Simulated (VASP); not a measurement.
# BaTiO3 (P4mm) in VASP: notebook

BaTiO3 is run at these levels: PBEsol, PBEsol+D4, PBEsol+D3(BJ); tasks: single point.

Program: VASP 6.6.1. These are calculated values, not measurements. Logs are shortened: lines on timing, memory, paths and dates and some standing lists are left out, and cuts for length are marked.

### 1 The cell of the first run

It takes space group P4mm (No. 99, tetragonal). Conventional cell: a = 3.946 Å, b = 3.946 Å, c = 4.004 Å, α = 90.00°, β = 90.00°, γ = 90.00°. Ba (site symmetry 4mm) has 12 O at 2.77 to 2.86 Å and 8 Ti at 3.40 to 3.47 Å within 3.6 Å. Ti (site symmetry 4mm) has 6 O at 1.85 to 2.15 Å within 2.5 Å. Within 2.6 Å of O (site symmetry 2mm) lie 2 Ti at 1.98 Å. O (site symmetry 4mm) has 2 Ti at 1.85 to 2.15 Å within 2.5 Å.

### 2 Single point, PBEsol

INCAR

```
SYSTEM = BaTiO3
ALGO = Normal
EDIFF = 1E-6
ENCUT = 520
GGA = PS
ISIF = 2
ISMEAR = -1
LASPH = .TRUE.
LCHARG = .FALSE.
LREAL = .FALSE.
LWAVE = .FALSE.
NBANDS = 28
NELM = 60
PREC = Accurate
SIGMA = 0.05
```

KPOINTS

```
k-points
0
G
  7 7 7
  0 0 0
```

POSCAR

```
BaTiO3
1.0
    3.9456747545      0.0000000000      0.0000000000
    0.0000000000      3.9456747545      0.0000000000
    0.0000000000      0.0000000000      4.0043140800
Ba Ti O
1 1 3
Direct
    0.0000000000      0.0000000000      0.0004860158
    0.5000000000      0.5000000000      0.4868887458
    0.0000000000      0.5000000000      0.5159300271
    0.5000000000      0.0000000000      0.5159300271
    0.5000000000      0.5000000000      0.0237651842
```

Potentials or basis: VASP PAW PBE potentials, release 64 (Ba_sv, Ti_sv, O).

Started as:

```bash
> cat potpaw_PBE.64/Ba_sv/POTCAR potpaw_PBE.64/Ti_sv/POTCAR potpaw_PBE.64/O/POTCAR > POTCAR
> mpirun -np 1 vasp_std > vasp.out
```

OUTCAR:

```text
SYSTEM = BaTiO3
   EDIFF = 1E-6
   ENCUT = 520
   GGA = PS
   ISIF = 2
   ISMEAR = -1
   LASPH = .TRUE.
   LREAL = .FALSE.
   NELM = 60
   PREC = Accurate

 ion  position               nearest neighbor table
   1  0.000  0.000  0.000-   3 2.77   4 2.77   3 2.77   4 2.77   5 2.79   5 2.79   5 2.79   5 2.79
                             4 2.86   3 2.86   4 2.86   3 2.86   2 3.40   2 3.40   2 3.40   2 3.40
   2  0.500  0.500  0.487-   5 1.85   4 1.98   3 1.98   4 1.98   3 1.98   5 2.15   1 3.40   1 3.40
                             1 3.40   1 3.40   1 3.47   1 3.47   1 3.47   1 3.47
   3  0.000  0.500  0.516-   2 1.98   2 1.98   1 2.77   1 2.77   1 2.86   1 2.86
   4  0.500  0.000  0.516-   2 1.98   2 1.98   1 2.77   1 2.77   1 2.86   1 2.86
   5  0.500  0.500  0.024-   2 1.85   2 2.15   1 2.79   1 2.79   1 2.79   1 2.79

  LATTYP: Found a simple tetragonal cell.
 ALAT       =     3.9456747545
 C/A-ratio  =     1.0148616724

  Lattice vectors:

 A1 = (   3.9456747545,   0.0000000000,   0.0000000000)
 A2 = (   0.0000000000,   3.9456747545,   0.0000000000)
 A3 = (   0.0000000000,   0.0000000000,   4.0043140800)

Analysis of symmetry for initial positions (statically):
=====================================================================
 Subroutine PRICEL returns:
 Original cell was already a primitive cell.

 Routine SETGRP: Setting up the symmetry group for a
 simple tetragonal supercell.

 Subroutine GETGRP returns: Found  8 space group operations
 (whereof  8 operations were pure point group operations)
 out of a pool of 16 trial point group operations.

The static configuration has the point symmetry C_4v.

Analysis of symmetry for dynamics (positions and initial velocities):
=====================================================================
 Subroutine PRICEL returns:
 Original cell was already a primitive cell.

 Routine SETGRP: Setting up the symmetry group for a
 simple tetragonal supercell.

 Subroutine GETGRP returns: Found  8 space group operations
 (whereof  8 operations were pure point group operations)
 out of a pool of 16 trial point group operations.

The dynamic configuration has the point symmetry C_4v.

 Subroutine INISYM returns: Found  8 space group operations
 (whereof  8 operations are pure point group operations),
 and found     1 'primitive' translations

----------------------------------------------------------------------------------------

                                     Primitive cell

  volume of cell :      62.3406

  direct lattice vectors                    reciprocal lattice vectors
     3.945674755  0.000000000  0.000000000     0.253442076  0.000000000  0.000000000
     0.000000000  3.945674755  0.000000000     0.000000000  0.253442076  0.000000000
     0.000000000  0.000000000  4.004314080     0.000000000  0.000000000  0.249730660

  length of vectors
     3.945674755  3.945674755  4.004314080     0.253442076  0.253442076  0.249730660

  position of ions in fractional coordinates (direct lattice)
     0.000000000  0.000000000  0.000486016
     0.500000000  0.500000000  0.486888746
     0.000000000  0.500000000  0.515930027
     0.500000000  0.000000000  0.515930027
     0.500000000  0.500000000  0.023765184

  ion indices of the primitive-cell ions
   primitive index   ion index
                 1           1
                 2           2
                 3           3
                 4           4
                 5           5

----------------------------------------------------------------------------------------

 KPOINTS: k-points

Automatic generation of k-mesh.
 Grid dimensions read from file:
 generate k-points for:    7    7    7

 Generating k-lattice:

  Cartesian coordinates                     Fractional coordinates (reciprocal lattice)
     0.036206011  0.000000000  0.000000000     0.142857143  0.000000000  0.000000000
     0.000000000  0.036206011  0.000000000     0.000000000  0.142857143  0.000000000
     0.000000000  0.000000000  0.035675809     0.000000000  0.000000000  0.142857143

  Length of vectors
     0.036206011  0.036206011  0.035675809

  Shift w.r.t. Gamma in fractional coordinates (k-lattice)
     0.000000000  0.000000000  0.000000000

 Subroutine IBZKPT returns following result:
 ===========================================

 Found     40 irreducible k-points:

 Following reciprocal coordinates:
            Coordinates               Weight
  0.000000  0.000000  0.000000      1.000000
  0.142857  0.000000  0.000000      4.000000
  0.285714  0.000000  0.000000      4.000000
  0.428571  0.000000  0.000000      4.000000
  0.142857  0.142857  0.000000      4.000000
  0.285714  0.142857  0.000000      8.000000
[... 16 lines left out ...]
  0.285714  0.000000  0.285714      8.000000
  0.428571  0.000000  0.285714      8.000000
 [... further k-points ...]
   k-points           NKPTS =     40   k-points in BZ     NKDIM =     40   number of bands    NBANDS=     28
   number of dos      NEDOS =    301   number of ions     NIONS =      5
   total plane-waves  NPLWV =  27000
   dimension x,y,z NGX =    30 NGY =   30 NGZ =   30
   dimension x,y,z NGXF=    60 NGYF=   60 NGZF=   60
   ions per type =               1   1   3
   NGX,Y,Z   is equivalent  to a cutoff of  12.64, 12.64, 12.46 a.u.
   NGXF,Y,Z  is equivalent  to a cutoff of  25.28, 25.28, 24.91 a.u.
 SYSTEM =  BaTiO3
   PREC   = accura    normal or accurate (medium, high low for compatibility)
   ISTART =      0    job   : 0-new  1-cont  2-samecut
   ICHARG =      2    charge: 1-file 2-atom 10-const
   ISPIN  =      1    spin polarized calculation?
   LNONCOLLINEAR =      F non collinear calculations
   LSORBIT =      F    spin-orbit coupling
   LASPH  =      T    aspherical Exc in radial PAW
   ENCUT  =  520.0 eV  38.22 Ry    6.18 a.u.   7.34  7.34  7.45*2*pi/ulx,y,z
   NELM   =     60;   NELMIN=  2; NELMDL= -5     # of ELM steps
   EDIFF  = 0.1E-05   stopping-criterion for ELM
   LREAL  =      F    real-space projection
   EDIFFG = 0.1E-04   stopping-criterion for IOM
   NSW    =      0    number of steps for IOM
   IBRION =     -1    ionic relax: 0-MD 1-quasi-New 2-CG
   NFREE  =      0    steps in history (QN), initial steepest desc. (CG)
   ISIF   =      2    stress and relaxation
   ISYM   =      2    0-nonsym 1-usesym 2-fastsym
   POTIM  = 0.5000    time-step for ionic-motion
   TEBEG  =    0.0;   TEEND  =   0.0 temperature during run
   PSTRESS=    0.0 pullay stress
   NELECT =      40.0000    total number of electrons
   NUPDOWN=      -1.0000    fix difference up-down
   EMIN   =  10.00;   EMAX   =-10.00  energy-range for DOS
   EFERMI =   0.00;   METHOD = LEGACY
   ISMEAR =    -1;   SIGMA  =   0.05  broadening in eV -4-tet -1-fermi 0-gaus
   EFERMI_NEDOS =   21; number of points for ismear=-14 and -15
   IALGO  =     38    algorithm
   IMIX   =      4    mixing-type and parameters
     AMIX     =   0.40;   BMIX     =  1.00
     AMIX_MAG =   1.60;   BMIX_MAG =  1.00
  volume/ion in A,a.u.               =      12.47        84.14
  Fermi-wavevector in a.u.,A,eV,Ry     =   1.412011  2.668313 27.126938  1.993774
  Thomas-Fermi vector in A             =   2.533803
   LORBIT       =      0    0 simple, 1 ext, 2 COOP (PROOUT), +10 PAW based schemes
   GGA     = PS    functional components
   LHFCALC =     F    Hartree Fock is set to
   AEXX    =    0.0000 exact exchange contribution
   IVDW    =     0    specifies the selected vdW correction
   LEPSILON=     F    determine dielectric tensor
   LRPA    =     F    only Hartree local field effects (RPA)
 non-spin polarized calculation
  energy-cutoff  :      520.00
  volume of cell :       62.34
 maximum number of plane-waves:      1707
 NGX is ok and might be reduce to    30
   NGX = 15   NGY = 15   NGZ = 15

 number of electron      39.9999987 magnetization

 Free energy of the ion-electron system (eV)
  ---------------------------------------------------
  ext. energy  EPLUGINS =         0.00000000
  ---------------------------------------------------
  free energy    TOTEN  =       -41.98020766 eV

  energy without entropy =      -41.98020766  energy(sigma->0) =      -41.98020766

 E-fermi :   4.8796     XC(G=0): -11.6594

 val. band max:        3.8687804662   @ k =   0.4286   0.4286   0.4286
 cond. band min:       5.7730090225   @ k =   0.0000   0.0000   0.0000
 fundamental gap:      1.9042285563
 Fermi energy:         4.8796361893

 k-point     1 :       0.0000    0.0000    0.0000
  band No.  band energies     occupation
      1     -52.2155      2.00000
      2     -28.6100      2.00000
      3     -28.5590      2.00000
      4     -28.5590      2.00000
      5     -20.8069      2.00000
      6     -12.9645      2.00000
[... 20 lines left out ...]
     27       8.9406      0.00000
     28      11.3787      0.00000

 k-point     2 :       0.1429    0.0000    0.0000
  band No.  band energies     occupation
      1     -52.2153      2.00000
      2     -28.6095      2.00000
      3     -28.5716      2.00000
      4     -28.5585      2.00000
      5     -20.7797      2.00000
      6     -12.9862      2.00000
[... 20 lines left out ...]
     27       9.3517      0.00000
     28      11.8818      0.00000

 k-point     3 :       0.2857    0.0000    0.0000
  band No.  band energies     occupation
      1     -52.2147      2.00000
      2     -28.6084      2.00000
      3     -28.5995      2.00000
      4     -28.5574      2.00000
      5     -20.7172      2.00000
      6     -13.1098      2.00000
[... 20 lines left out ...]
     27      10.3561      0.00000
     28      12.3105      0.00000

 k-point     4 :       0.4286    0.0000    0.0000
  band No.  band energies     occupation
      1     -52.2143      2.00000
      2     -28.6219      2.00000
      3     -28.6074      2.00000
      4     -28.5565      2.00000
      5     -20.6658      2.00000
      6     -13.2458      2.00000
[... 20 lines left out ...]
     27      11.4091      0.00000
     28      12.1795      0.00000

 k-point     5 :       0.1429    0.1429    0.0000
  band No.  band energies     occupation
      1     -52.2150      2.00000
      2     -28.6090      2.00000
      3     -28.5714      2.00000
      4     -28.5706      2.00000
      5     -20.7543      2.00000
      6     -12.9804      2.00000
[... 20 lines left out ...]
     27       9.6912      0.00000
     28      12.1240      0.00000

 k-point     6 :       0.2857    0.1429    0.0000
  band No.  band energies     occupation
      1     -52.2145      2.00000
      2     -28.6080      2.00000
      3     -28.5988      2.00000
      4     -28.5697      2.00000
      5     -20.6961      2.00000
      6     -13.0456      2.00000
[... 463 lines left out ...]
      5     -20.7258      2.00000
      6     -13.0998      2.00000
[... 20 lines left out ...]
     27      10.3395      0.00000
     28      12.3504      0.00000

 k-point    22 :       0.1429    0.0000    0.2857
  band No.  band energies     occupation
      1     -52.2146      2.00000
      2     -28.6438      2.00000
      3     -28.5700      2.00000
      4     -28.5572      2.00000
      5     -20.7044      2.00000
      6     -13.0324      2.00000
[... 20 lines left out ...]
     27      10.7304      0.00000
     28      12.6381      0.00000

 k-point    23 :       0.2857    0.0000    0.2857
  band No.  band energies     occupation
      1     -52.2140      2.00000
      2     -28.6422      2.00000
      3     -28.5975      2.00000
      4     -28.5561      2.00000
      5     -20.6556      2.00000
      6     -12.9265      2.00000
[... 20 lines left out ...]
     27      11.7753      0.00000
     28      12.6092      0.00000

 k-point    24 :       0.4286    0.0000    0.2857
  band No.  band energies     occupation
      1     -52.2136      2.00000
      2     -28.6408      2.00000
      3     -28.6194      2.00000
      4     -28.5552      2.00000
      5     -20.6156      2.00000
      6     -12.9131      2.00000
[... 20 lines left out ...]
     27      12.4721      0.00000
     28      12.9244      0.00000

 [... further k-points ...]
[... 5 lines left out ...]
  --------------------------------------------------------------------------------------
  -------------------------------------------------------------------------------------
  Total        1.5665167      1.5665167      1.5830216      0.0000000      0.0000000      0.0000000
  in kB       40.2601051     40.2601051     40.6842884      0.0000000      0.0000000      0.0000000
  external PRESSURE =      40.4014995 kB  Pullay stress =       0.0000000 kB

 VOLUME and BASIS-vectors are now :
 -----------------------------------------------------------------------------
  energy-cutoff  :      520.00
  volume of cell :       62.34
      direct lattice vectors                 reciprocal lattice vectors
     3.945674755  0.000000000  0.000000000     0.253442076  0.000000000  0.000000000
     0.000000000  3.945674755  0.000000000     0.000000000  0.253442076  0.000000000
     0.000000000  0.000000000  4.004314080     0.000000000  0.000000000  0.249730660

 POSITION                                       TOTAL-FORCE (eV/Angst)
 -----------------------------------------------------------------------------------
      0.00000      0.00000      0.00195         0.000000      0.000000      0.028520
      1.97284      1.97284      1.94966         0.000000     -0.000000      0.042167
      0.00000      1.97284      2.06595        -0.000000      0.000000     -0.012793
      1.97284      0.00000      2.06595         0.000000      0.000000     -0.012793
      1.97284      1.97284      0.09516         0.000000      0.000000     -0.045101
 -----------------------------------------------------------------------------------
    total drift:                                0.000000      0.000000     -0.000145

  FREE ENERGIE OF THE ION-ELECTRON SYSTEM (eV)
  ---------------------------------------------------
  free  energy   TOTEN  =       -41.9802076609 eV

  energy  without entropy=      -41.9802076604  energy(sigma->0) =      -41.98020766
```

Run time: 1.7 min. Hardware: 1 thread of Intel Xeon Platinum 8259CL at 2.50GHz (Skylake/Cascade Lake), shared host; peak memory 0.21 GiB.

What came out:

```
Free energy            : -41.9802 eV
Pressure               : 4.0 GPa
Largest force          : 0.045 eV/Å
Band gap on the k mesh : 1.90 eV, indirect (least direct gap 2.13 eV)
```

Forces in eV/Å, atoms in the order of the input:
```
Ba   0.000  0.000  0.029
Ti   0.000  0.000  0.042
O    0.000  0.000 -0.013
O    0.000  0.000 -0.013
O    0.000  0.000 -0.045
```

Caveat: the PAW data sets were made with another functional, which shifts forces and pressure a little; spin-orbit coupling is left out, which moves the levels of the heavy elements.

(Part 1 of 3 ends here.)
